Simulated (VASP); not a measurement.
# SrHfBr6 (R-3m) in VASP: further runs

The runs below take SrHfBr6 through single point, with PBEsol, r2SCAN+rVV10.

Everything below comes from runs of VASP 6.6.1. Logs are shortened: lines on timing, memory, paths and dates and some standing lists are left out, and cuts for length are marked.

### 1 The cell of the first run

It takes space group R-3m (No. 166, trigonal). Conventional cell: a = 13.022 Å, b = 13.022 Å, c = 7.476 Å, α = 90.00°, β = 90.00°, γ = 120.00°. Sr (site symmetry -3m) has 6 Br at 3.05 Å and 2 Hf at 3.74 Å within 4.0 Å. Within 3.4 Å of Hf (site symmetry -3m) lie 6 Br at 2.61 Å. Br (site symmetry m) has 1 Hf at 2.61 Å and 1 Sr at 3.05 Å within 3.4 Å.

### 2 Single point, PBEsol

File INCAR:

```
PREC = Accurate
ENCUT = 520
EDIFF = 1E-7
ISMEAR = -1
SIGMA = 0.03
LREAL = F
LASPH = T
NELM = 80
ALGO = Normal
ISIF = 2
LWAVE = F
LCHARG = T
GGA = PS
LELF = T
LVHAR = T
NBANDS = 41
```

File KPOINTS:

```
regular mesh
0
Gamma
  4 4 4
```

File POSCAR:

```
SrHfBr6
1.0
    6.5111171025      3.7591952131      2.4921024161
   -6.5111171025      3.7591952131      2.4921024161
    0.0000000000     -7.5183904224      2.4921024220
Sr Hf Br
1 1 6
Direct
    0.5000000000      0.5000000000      0.5000000000
    0.0000000000      0.0000000000      0.0000000000
    1.0182409631      0.2985668552      0.2985668552
    0.2985668552      1.0182409631      0.2985668552
    0.2985668552      0.2985668552      1.0182409631
   -0.0182409631      0.7014331448      0.7014331448
    0.7014331448     -0.0182409631      0.7014331448
    0.7014331448      0.7014331448     -0.0182409631
```

Potentials or basis: VASP PAW PBE potentials, release 64 (Sr_sv, Hf_pv, Br).

The run is started by

```sh
> cat potpaw_PBE.64/Sr_sv/POTCAR potpaw_PBE.64/Hf_pv/POTCAR potpaw_PBE.64/Br/POTCAR > POTCAR
> mpirun -np 1 vasp_std > vasp.out
```

OUTCAR:

```text
PREC = Accurate
   ENCUT = 520
   EDIFF = 1E-7
   ISMEAR = -1
   LREAL = F
   LASPH = T
   NELM = 80
   ISIF = 2
   GGA = PS

 ion  position               nearest neighbor table
   1  0.500  0.500  0.500-   3 3.05   4 3.05   6 3.05   7 3.05   5 3.05   8 3.05   2 3.74   2 3.74

   2  0.000  0.000  0.000-   5 2.61   8 2.61   3 2.61   6 2.61   7 2.61   4 2.61   1 3.74   1 3.74

   3  0.018  0.299  0.299-   2 2.61   1 3.05
   4  0.299  0.018  0.299-   2 2.61   1 3.05
   5  0.299  0.299  0.018-   2 2.61   1 3.05
   6  0.982  0.701  0.701-   2 2.61   1 3.05
   7  0.701  0.982  0.701-   2 2.61   1 3.05
   8  0.701  0.701  0.982-   2 2.61   1 3.05

  LATTYP: Found a trigonal (rhomboedric) cell.
 ALAT       =     7.9206545831
 COS(alpha) =    -0.3515087430

  Lattice vectors:

 A1 = (   6.5111171025,   3.7591952131,   2.4921024161)
 A2 = (  -6.5111171025,   3.7591952131,   2.4921024161)
 A3 = (   0.0000000000,  -7.5183904224,   2.4921024220)

Analysis of symmetry for initial positions (statically):
=====================================================================
 Subroutine PRICEL returns:
 Original cell was already a primitive cell.

 Routine SETGRP: Setting up the symmetry group for a
 trigonal (rhombohedral) supercell.

 Subroutine GETGRP returns: Found 12 space group operations
 (whereof 12 operations were pure point group operations)
 out of a pool of 12 trial point group operations.

The static configuration has the point symmetry D_3d.

Analysis of symmetry for dynamics (positions and initial velocities):
=====================================================================
 Subroutine PRICEL returns:
 Original cell was already a primitive cell.

 Routine SETGRP: Setting up the symmetry group for a
 trigonal (rhombohedral) supercell.

 Subroutine GETGRP returns: Found 12 space group operations
 (whereof 12 operations were pure point group operations)
 out of a pool of 12 trial point group operations.

The dynamic configuration has the point symmetry D_3d.

 Subroutine INISYM returns: Found 12 space group operations
 (whereof 12 operations are pure point group operations),
 and found     1 'primitive' translations

----------------------------------------------------------------------------------------

[... 94 lines left out ...]
   EDIFFG = 0.1E-05   stopping-criterion for IOM
   NSW    =      0    number of steps for IOM
   IBRION =     -1    ionic relax: 0-MD 1-quasi-New 2-CG
   NFREE  =      0    steps in history (QN), initial steepest desc. (CG)
   ISIF   =      2    stress and relaxation
   ISYM   =      2    0-nonsym 1-usesym 2-fastsym
   POTIM  = 0.5000    time-step for ionic-motion
   TEBEG  =    0.0;   TEEND  =   0.0 temperature during run
   PSTRESS=    0.0 pullay stress
   NELECT =      62.0000    total number of electrons
   NUPDOWN=      -1.0000    fix difference up-down
   EMIN   =  10.00;   EMAX   =-10.00  energy-range for DOS
   EFERMI =   0.00;   METHOD = LEGACY
   ISMEAR =    -1;   SIGMA  =   0.03  broadening in eV -4-tet -1-fermi 0-gaus
   EFERMI_NEDOS =   21; number of points for ismear=-14 and -15
   IALGO  =     38    algorithm
   IMIX   =      4    mixing-type and parameters
     AMIX     =   0.40;   BMIX     =  1.00
     AMIX_MAG =   1.60;   BMIX_MAG =  1.00
  volume/ion in A,a.u.               =      45.75       308.73
  Fermi-wavevector in a.u.,A,eV,Ry     =   0.905836  1.711782 11.164108  0.820539
  Thomas-Fermi vector in A             =   2.029451
   LORBIT       =      0    0 simple, 1 ext, 2 COOP (PROOUT), +10 PAW based schemes
   GGA     = PS    functional components
   LHFCALC =     F    Hartree Fock is set to
   AEXX    =    0.0000 exact exchange contribution
   IVDW    =     0    specifies the selected vdW correction
   LEPSILON=     F    determine dielectric tensor
   LRPA    =     F    only Hartree local field effects (RPA)
 non-spin polarized calculation
  energy-cutoff  :      520.00
  volume of cell :      365.99
 maximum number of plane-waves:      9885
 NGX is ok and might be reduce to    60
   NGX = 29   NGY = 29   NGZ = 29

 number of electron      62.0000000 magnetization

 Free energy of the ion-electron system (eV)
  ---------------------------------------------------
  ext. energy  EPLUGINS =         0.00000000
  ---------------------------------------------------
  free energy    TOTEN  =       -36.44817374 eV

  energy without entropy =      -36.44817374  energy(sigma->0) =      -36.44817374

 E-fermi :  -1.5136     XC(G=0):  -6.5476

 val. band max:       -2.2407602910   @ k =   0.0000   0.0000   0.0000
 cond. band min:       0.6379457114   @ k =   0.5000   0.2500   0.2500
 fundamental gap:      2.8787060024
 Fermi energy:        -1.5135993069

 k-point     1 :       0.0000    0.0000    0.0000
  band No.  band energies     occupation
      1     -35.7872      2.00000
      2     -32.5778      2.00000
      3     -32.5539      2.00000
      4     -32.5539      2.00000
      5     -17.9638      2.00000
      6     -17.8981      2.00000
[... 561 lines left out ...]
     40       4.5516      0.00000
     41       4.8702      0.00000

------------------------ aborting loop because EDIFF is reached ----------------------------------------

  FORCE on cell =-STRESS in cart. coord.  units (eV):
  Direction    XX          YY          ZZ          XY          YZ          ZX
  --------------------------------------------------------------------------------------
  -------------------------------------------------------------------------------------
  Total       -0.1466332     -0.1466332     -0.1338668      0.0000000      0.0000000      0.0000000
  in kB       -0.6419118     -0.6419118     -0.5860247      0.0000000      0.0000000      0.0000000
  external PRESSURE =      -0.6232828 kB  Pullay stress =       0.0000000 kB

 VOLUME and BASIS-vectors are now :
 -----------------------------------------------------------------------------
  energy-cutoff  :      520.00
  volume of cell :      365.99
      direct lattice vectors                 reciprocal lattice vectors
     6.511117103  3.759195213  2.492102416     0.076791738  0.044335731  0.133755872
    -6.511117103  3.759195213  2.492102416    -0.076791738  0.044335731  0.133755872
     0.000000000 -7.518390422  2.492102422     0.000000000 -0.088671461  0.133755873

 POSITION                                       TOTAL-FORCE (eV/Angst)
 -----------------------------------------------------------------------------------
      0.00000      0.00000      3.73815         0.000000     -0.000000     -0.000000
      0.00000      0.00000      0.00000        -0.000000      0.000000     -0.000000
     -1.82523     -1.05380      1.53358         0.023964      0.013836     -0.036667
      1.82523     -1.05380      1.53358        -0.023964      0.013836     -0.036667
      0.00000      2.10760      1.53358         0.000000     -0.027671     -0.036667
      1.82523      1.05380      5.94273        -0.023964     -0.013836      0.036667
     -1.82523      1.05380      5.94273         0.023964     -0.013836      0.036667
      0.00000     -2.10760      5.94273         0.000000      0.027671      0.036667
 -----------------------------------------------------------------------------------
    total drift:                               -0.000000     -0.000000      0.000000

  FREE ENERGIE OF THE ION-ELECTRON SYSTEM (eV)
  ---------------------------------------------------
  free  energy   TOTEN  =       -36.4481737381 eV

  energy  without entropy=      -36.4481737381  energy(sigma->0) =      -36.44817374
```

stdout:

```text
POSCAR found type information on POSCAR SrHfBr
 POSCAR found :  3 types and       8 ions
 scaLAPACK will be used
 -----------------------------------------------------------------------------
|                                                                             |
|                                                                             |
|     You enforced a specific xc type in the INCAR file but a different       |
|     I HOPE YOU KNOW WHAT YOU ARE DOING!                                     |
|                                                                             |
 -----------------------------------------------------------------------------

 LDA part: xc-table for (Slater+PW92), standard interpolation
 POSCAR, INCAR and KPOINTS ok, starting setup
 FFT: planning ... GRIDC
 FFT: planning ... GRID_SOFT
 FFT: planning ... GRID
 WAVECAR not read
 entering main loop
```

It took 5.6 min on 1 thread of Intel Xeon 8259CL, shared host; peak memory 0.6 GiB.

What came out:

```
Free energy            : -36.4482 eV
Pressure               : -0.1 GPa
Largest force          : 0.046 eV/Å
Band gap on the k mesh : 2.88 eV (least direct gap 2.97 eV)
```

Forces on the atoms (eV/Å):
```
Sr   0.000  0.000  0.000
Hf   0.000  0.000  0.000
Br   0.024  0.014 -0.037
Br  -0.024  0.014 -0.037
Br   0.000 -0.028 -0.037
Br  -0.024 -0.014  0.037
Br   0.024 -0.014  0.037
Br   0.000  0.028  0.037
```

Caveat: the PAW data sets were made with another functional, which shifts forces and pressure a little; spin-orbit coupling is left out, which moves the levels of the heavy elements.

(Continued in part 2 of 2.)
